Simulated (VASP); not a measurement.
# Mo12S in VASP: single point with PBE

Aim: the single point of Mo12S with PBE.

All numbers are computed with VASP 6.6.1; they aren't measurements. Logs are shortened: lines on timing, memory, paths and dates and some standing lists are left out, and cuts for length are marked.

## (1) The cell of the first run

The cell holds a slab with vacuum, 13 atoms: a = 5.474 Å, b = 5.474 Å, c = 19.808 Å, α = 90.00°, β = 90.00°, γ = 109.47°.

## (2) Single point, PBE

INCAR reads:

```
SYSTEM = Mo12S
PREC     = Accurate       ! precision mode
ENCUT    = 520            ! plane-wave cutoff, eV
EDIFF    = 1E-7           ! SCF threshold, eV
ISMEAR   = 0              ! smearing method
SIGMA    = 0.1            ! smearing width, eV
LREAL    = .False.        ! projectors in reciprocal space
LASPH    = .True.         ! aspherical terms in the spheres
NELM     = 100            ! most SCF steps
ALGO     = Normal         ! electronic algorithm
ISIF     = 2              ! what is computed and relaxed
LWAVE    = .False.        ! write WAVECAR
LCHARG   = .False.        ! write CHGCAR
LDIPOL   = .True.       
IDIPOL   = 3            
DIPOL    = 0.5 0.5 0.326
GGA      = PE             ! functional
NBANDS   = 99             ! bands
```

KPOINTS reads:

```
Automatic mesh
0
Gamma
  5 5 1
  0 0 0
```

POSCAR reads:

```
Mo12S
1.0
    5.4740909335      0.0000000000      0.0000000000
   -1.8246969778      5.1610224265      0.0000000000
    0.0000000000      0.0000000000     19.8082441086
Mo S
12 1
Direct
    0.2500000000      0.2500000000      0.2019361221
    0.2500000000      0.7500000000      0.2019361221
    0.7500000000      0.2500000000      0.2019361221
    0.7500000000      0.7500000000      0.2019361221
    0.0000000000      0.0000000000      0.3106875862
    0.0000000000      0.5000000000      0.3106875862
    0.5000000000      0.0000000000      0.3106875862
    0.5000000000      0.5000000000      0.3106875862
    0.2500000000      0.2500000000      0.4194336491
    0.2500000000      0.7500000000      0.4194336491
    0.7500000000      0.2500000000      0.4194336491
    0.7500000000      0.7500000000      0.4194336491
    0.5000000000      0.5000000000      0.5077952599
```

Potentials or basis: VASP PAW PBE potentials, release 64 (Mo_sv, S).

Command:

```bash
> cat potpaw_PBE.64/Mo_sv/POTCAR potpaw_PBE.64/S/POTCAR > POTCAR
> mpirun -np 1 vasp_std > vasp.out
```

OUTCAR:

```text
SYSTEM = Mo12S
   PREC = Accurate
   ENCUT = 520
   EDIFF = 1E-7
   ISMEAR = 0
   LREAL = .False.
   LASPH = .True.
   NELM = 100
   ISIF = 2
   GGA = PE

 ion  position               nearest neighbor table
   1  0.250  0.250  0.202-   5 2.67   8 2.67   2 2.74   2 2.74   3 2.74   3 2.74   7 3.10   6 3.10
                             4 3.16   4 3.16
   2  0.250  0.750  0.202-   6 2.67   7 2.67   1 2.74   1 2.74   4 2.74   4 2.74   5 3.10   8 3.10
                             3 3.16   3 3.16
   3  0.750  0.250  0.202-   6 2.67   7 2.67   4 2.74   4 2.74   1 2.74   1 2.74   5 3.10   8 3.10
                             2 3.16   2 3.16
   4  0.750  0.750  0.202-   5 2.67   8 2.67   3 2.74   3 2.74   2 2.74   2 2.74   7 3.10   6 3.10
                             1 3.16   1 3.16
   5  0.000  0.000  0.311-   9 2.67  12 2.67   1 2.67   4 2.67   6 2.74   6 2.74   7 2.74   7 2.74
                            11 3.10  10 3.10   3 3.10   2 3.10   8 3.16   8 3.16
   6  0.000  0.500  0.311-  10 2.67  11 2.67   2 2.67   3 2.67   5 2.74   5 2.74   8 2.74   8 2.74
                             9 3.10  12 3.10   1 3.10   4 3.10   7 3.16   7 3.16
   7  0.500  0.000  0.311-  10 2.67  11 2.67   2 2.67   3 2.67   8 2.74   8 2.74   5 2.74   5 2.74
                             9 3.10  12 3.10   1 3.10   4 3.10   6 3.16   6 3.16
   8  0.500  0.500  0.311-   9 2.67  12 2.67   1 2.67   4 2.67   7 2.74   7 2.74   6 2.74   6 2.74
                            11 3.10  10 3.10   3 3.10   2 3.10   5 3.16   5 3.16
   9  0.250  0.250  0.419-  13 2.36   8 2.67   5 2.67  10 2.74  10 2.74  11 2.74  11 2.74   6 3.10
                             7 3.10  12 3.16  12 3.16
  10  0.250  0.750  0.419-   6 2.67   7 2.67   9 2.74   9 2.74  12 2.74  12 2.74  13 2.84   8 3.10
                             5 3.10  11 3.16  11 3.16
  11  0.750  0.250  0.419-   6 2.67   7 2.67  12 2.74  12 2.74   9 2.74   9 2.74  13 2.84   8 3.10
                             5 3.10  10 3.16  10 3.16
  12  0.750  0.750  0.419-  13 2.36   8 2.67   5 2.67  11 2.74  11 2.74  10 2.74  10 2.74   6 3.10
                             7 3.10   9 3.16   9 3.16
  13  0.500  0.500  0.508-   9 2.36  12 2.36  11 2.84  10 2.84

  LATTYP: Found a base centered orthorhombic cell.
 ALAT       =     6.3209357480
 B/A-ratio  =     1.4142135624
 C/A-ratio  =     3.1337518523

  Lattice vectors:

 A1 = (   5.4740909335,   0.0000000000,   0.0000000000)
 A2 = (  -1.8246969778,   5.1610224265,   0.0000000000)
 A3 = (   0.0000000000,   0.0000000000,  19.8082441086)

Analysis of symmetry for initial positions (statically):
=====================================================================
 Subroutine PRICEL returns:
 Original cell was already a primitive cell.

 Routine SETGRP: Setting up the symmetry group for a
 base centered orthorhombic supercell.

 Subroutine GETGRP returns: Found  4 space group operations
 (whereof  4 operations were pure point group operations)
 out of a pool of  8 trial point group operations.

The static configuration has the point symmetry C_2v.

Analysis of symmetry for dynamics (positions and initial velocities):
=====================================================================
 Subroutine PRICEL returns:
 Original cell was already a primitive cell.

 Routine SETGRP: Setting up the symmetry group for a
 base centered orthorhombic supercell.

 Subroutine GETGRP returns: Found  4 space group operations
 (whereof  4 operations were pure point group operations)
 out of a pool of  8 trial point group operations.

The dynamic configuration has the point symmetry C_2v.

 Subroutine INISYM returns: Found  4 space group operations
 (whereof  4 operations are pure point group operations),
 and found     1 'primitive' translations

----------------------------------------------------------------------------------------

                                     Primitive cell

  volume of cell :     559.6207

  direct lattice vectors                    reciprocal lattice vectors
     5.474090934  0.000000000  0.000000000     0.182678734  0.064586686  0.000000000
    -1.824696978  5.161022426  0.000000000     0.000000000  0.193760057  0.000000000
     0.000000000  0.000000000 19.808244109     0.000000000  0.000000000  0.050484031

  length of vectors
     5.474090934  5.474090933 19.808244109     0.193760057  0.193760057  0.050484031

  position of ions in fractional coordinates (direct lattice)
     0.250000000  0.250000000  0.201936122
     0.250000000  0.750000000  0.201936122
[... 52 lines left out ...]
 Found      9 irreducible k-points:

 Following reciprocal coordinates:
            Coordinates               Weight
  0.000000  0.000000  0.000000      1.000000
  0.200000 -0.000000  0.000000      4.000000
  0.400000  0.000000  0.000000      4.000000
  0.200000  0.200000  0.000000      2.000000
  0.400000  0.200000  0.000000      4.000000
 -0.400000  0.200000  0.000000      4.000000
 -0.200000  0.200000  0.000000      2.000000
  0.400000  0.400000  0.000000      2.000000
 -0.400000  0.400000  0.000000      2.000000
   k-points           NKPTS =      9   k-points in BZ     NKDIM =      9   number of bands    NBANDS=     99
   number of dos      NEDOS =    301   number of ions     NIONS =     13
   total plane-waves  NPLWV = 264600
   dimension x,y,z NGX =    42 NGY =   42 NGZ =  150
   dimension x,y,z NGXF=    84 NGYF=   84 NGZF=  300
   ions per type =              12   1
   NGX,Y,Z   is equivalent  to a cutoff of  12.76, 12.76, 12.59 a.u.
   NGXF,Y,Z  is equivalent  to a cutoff of  25.51, 25.51, 25.18 a.u.
 SYSTEM =  Mo12S
   PREC   = accura    normal or accurate (medium, high low for compatibility)
   ISTART =      0    job   : 0-new  1-cont  2-samecut
   ICHARG =      2    charge: 1-file 2-atom 10-const
   ISPIN  =      1    spin polarized calculation?
   LNONCOLLINEAR =      F non collinear calculations
   LSORBIT =      F    spin-orbit coupling
   LASPH  =      T    aspherical Exc in radial PAW
   ENCUT  =  520.0 eV  38.22 Ry    6.18 a.u.  10.18 10.18 36.83*2*pi/ulx,y,z
   NELM   =    100;   NELMIN=  2; NELMDL= -5     # of ELM steps
   EDIFF  = 0.1E-06   stopping-criterion for ELM
   LREAL  =      F    real-space projection
   EDIFFG = 0.1E-05   stopping-criterion for IOM
   NSW    =      0    number of steps for IOM
   IBRION =     -1    ionic relax: 0-MD 1-quasi-New 2-CG
   NFREE  =      0    steps in history (QN), initial steepest desc. (CG)
   ISIF   =      2    stress and relaxation
   ISYM   =      2    0-nonsym 1-usesym 2-fastsym
   POTIM  = 0.5000    time-step for ionic-motion
   TEBEG  =    0.0;   TEEND  =   0.0 temperature during run
   PSTRESS=    0.0 pullay stress
   NELECT =     174.0000    total number of electrons
   NUPDOWN=      -1.0000    fix difference up-down
   EMIN   =  10.00;   EMAX   =-10.00  energy-range for DOS
   EFERMI =   0.00;   METHOD = LEGACY
   ISMEAR =     0;   SIGMA  =   0.10  broadening in eV -4-tet -1-fermi 0-gaus
   EFERMI_NEDOS =   21; number of points for ismear=-14 and -15
   IALGO  =     38    algorithm
   IMIX   =      4    mixing-type and parameters
     AMIX     =   0.40;   BMIX     =  1.00
     AMIX_MAG =   1.60;   BMIX_MAG =  1.00
  volume/ion in A,a.u.               =      43.05       290.50
  Fermi-wavevector in a.u.,A,eV,Ry     =   1.109073  2.095843 16.735740  1.230042
  Thomas-Fermi vector in A             =   2.245608
   LORBIT       =      0    0 simple, 1 ext, 2 COOP (PROOUT), +10 PAW based schemes
   GGA     = PE    functional components
   LHFCALC =     F    Hartree Fock is set to
   AEXX    =    0.0000 exact exchange contribution
   IVDW    =     0    specifies the selected vdW correction
   LEPSILON=     F    determine dielectric tensor
   LRPA    =     F    only Hartree local field effects (RPA)
 non-spin polarized calculation
 Gauss-broadening in eV      SIGMA  =   0.10
  energy-cutoff  :      520.00
  volume of cell :      559.62
 maximum number of plane-waves:     15102
 NGX is ok and might be reduce to    42
   NGX = 21   NGY = 21   NGZ = 73

 dipolmoment           0.000000      0.000000     -0.352158 electrons x Angstroem

 number of electron     173.9999987 magnetization

 dipolmoment           0.000000      0.000000      0.036958 electrons x Angstroem

 Free energy of the ion-electron system (eV)
  ---------------------------------------------------
  ext. energy  EPLUGINS =         0.00000000
  ---------------------------------------------------
  free energy    TOTEN  =      -128.24574968 eV

  energy without entropy =     -128.18153814  energy(sigma->0) =     -128.21364391

 E-fermi :   1.4894     XC(G=0):  -5.7800

 val. band max:        1.4880332475   @ k =   0.0000   0.0000   0.0000
 cond. band min:       1.5051072165   @ k =  -0.4000   0.4000   0.0000
 fundamental gap:      0.0170739690
 Fermi energy:         1.4894006048

 k-point     1 :       0.0000    0.0000    0.0000
  band No.  band energies     occupation
      1     -59.7988      2.00000
      2     -59.6164      2.00000
      3     -59.6104      2.00000
      4     -59.5893      2.00000
      5     -59.5596      2.00000
      6     -59.5460      2.00000
[... 907 lines left out ...]
     98       2.3596      0.00000
     99       2.3706      0.00000

------------------------ aborting loop because EDIFF is reached ----------------------------------------

 vacuum level on the upper side and lower side of the slab       (xc-potential included)         0.104        -0.169

  FORCE on cell =-STRESS in cart. coord.  units (eV):
  Direction    XX          YY          ZZ          XY          YZ          ZX
  --------------------------------------------------------------------------------------
  -------------------------------------------------------------------------------------
  Total       -8.8504982     -7.4817008      2.0967206      1.9357719      0.0000000      0.0000000
  in kB      -25.3387139    -21.4198875      6.0028489      5.5420574      0.0000000      0.0000000
  external PRESSURE =     -13.5852508 kB  Pullay stress =       0.0000000 kB

 VOLUME and BASIS-vectors are now :
 -----------------------------------------------------------------------------
  energy-cutoff  :      520.00
  volume of cell :      559.62
      direct lattice vectors                 reciprocal lattice vectors
     5.474090934  0.000000000  0.000000000     0.182678734  0.064586686  0.000000000
    -1.824696978  5.161022426  0.000000000     0.000000000  0.193760057  0.000000000
     0.000000000  0.000000000 19.808244109     0.000000000  0.000000000  0.050484031

 POSITION                                       TOTAL-FORCE (eV/Angst)
 -----------------------------------------------------------------------------------
      0.91235      1.29026      4.00000        -0.154023     -0.217822      0.235546
      0.00000      3.87077      4.00000        -0.025476      0.018014     -0.182114
      3.64939      1.29026      4.00000         0.025476     -0.018014     -0.182114
      2.73705      3.87077      4.00000         0.154023      0.217822      0.235546
      0.00000      0.00000      6.15418         0.000000     -0.000000     -1.187232
     -0.91235      2.58051      6.15418        -0.000000     -0.000000      0.187250
      2.73705      0.00000      6.15418         0.000000     -0.000000      0.187250
      1.82470      2.58051      6.15418         0.000000     -0.000000     -0.412807
      0.91235      1.29026      8.30824        -0.568173     -0.803518      0.078028
      0.00000      3.87077      8.30824        -0.192835      0.136355      0.481335
      3.64939      1.29026      8.30824         0.192835     -0.136355      0.481335
      2.73705      3.87077      8.30824         0.568173      0.803518      0.078028
      1.82470      2.58051     10.05853        -0.000000     -0.000000     -0.000051
 -----------------------------------------------------------------------------------
    total drift:                                0.000000      0.000000      0.000666

  FREE ENERGIE OF THE ION-ELECTRON SYSTEM (eV)
  ---------------------------------------------------
  free  energy   TOTEN  =      -128.2457496828 eV

  energy  without entropy=     -128.1815381443  energy(sigma->0) =     -128.21364391

 vacuum level on the upper side and lower side of the slab         6.318         6.056
```

It took 18 min on 1 thread of AMD EPYC 7R13 (Zen 3), shared host; peak memory 0.72 GiB.

What came out:

```
Free energy            : -128.2457 eV
Largest force          : 1.187 eV/Å
Band gap on the k mesh : zero (bands 87 and 88 overlap by 1.42 eV)
```

Forces on the atoms (eV/Å):
```
Mo  -0.154 -0.218  0.236
Mo  -0.025  0.018 -0.182
Mo   0.025 -0.018 -0.182
Mo   0.154  0.218  0.236
Mo   0.000  0.000 -1.187
Mo   0.000  0.000  0.187
Mo   0.000  0.000  0.187
Mo   0.000  0.000 -0.413
Mo  -0.568 -0.804  0.078
Mo  -0.193  0.136  0.481
Mo   0.193 -0.136  0.481
Mo   0.568  0.804  0.078
S    0.000  0.000  0.000
```
